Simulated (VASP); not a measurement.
Input of a VASP 6.6.1 run:

Contents of INCAR:

```
PREC = Accurate
ENCUT = 520
EDIFF = 1E-6
ISMEAR = -1
SIGMA = 0.1
LREAL = False
LASPH = True
NELM = 100
ALGO = Normal
ISIF = 2
LWAVE = False
LCHARG = True
GGA = RP
LELF = True
LVHAR = True
NBANDS = 8
```

KPOINTS

```
regular mesh
0
Gamma
  11 11 11
```

Contents of POSCAR:

```
Sb
1.0
    3.2503730180      0.0000000000      0.0000000000
    0.0000000000      3.2503730180      0.0000000000
    0.0000000000      0.0000000000      3.2503730180
Sb
1
Direct
    0.0000000000      0.0000000000      0.0000000000
```

Potentials or basis: VASP PAW PBE potentials, release 64 (Sb).

Run with:

```bash
$ cat potpaw_PBE.64/Sb/POTCAR > POTCAR
$ mpirun -np 1 vasp_std > vasp.out
```

Task: Estimate the pressure.

Result: -4.1 GPa.

Caveat: the PAW data sets were made with another functional, which shifts forces and pressure a little.
